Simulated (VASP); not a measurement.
AlRu, 2 atoms in the cell. Symmetry: Pm-3m, No. 221, cubic system. Conventional cell: a = 2.956 Å, b = 2.956 Å, c = 2.956 Å, α = 90.00°, β = 90.00°, γ = 90.00°. Al (site symmetry m-3m) has 8 Ru at 2.56 Å and 6 Al at 2.96 Å within 3.4 Å. Within 3.4 Å of Ru (site symmetry m-3m) lie 8 Al at 2.56 Å and 6 Ru at 2.96 Å. 

```yaml
Program: VASP 6.6.1
Task: elastic constants
Functional: LDA
Potentials_or_basis: VASP PAW LDA potentials, release 64 (Al, Ru_pv)
Cutoff: 600 eV
k_mesh: 20 × 20 × 20
Occupations: fermi-dirac, width 0.15 eV
Spin: no spin polarisation
Dipole_correction: no
Ions_in_elastic_constants: relaxed
Further_INCAR_settings: ALGO = Fast; EDIFF = 1e-08; IBRION = 6; POTIM = 0.015; NSW = 1; ISIF = 3
```

Potentials or basis: VASP PAW LDA potentials, release 64 (Al, Ru_pv).

Run with:

```console
$ cat potpaw_LDA.64/Al/POTCAR potpaw_LDA.64/Ru_pv/POTCAR > POTCAR
$ mpirun -np 1 vasp_std > vasp.out
```

Hardware: 1 thread of Oxide Virtual Turin-like Processor, on a shared host.

Task: How long does it take, and how much memory?

Result: It took 99 min on 1 thread of Oxide Virtual Turin-like Processor (shared host), peak memory 1.4 GiB. Counts: scf iterations 214, k points 286.
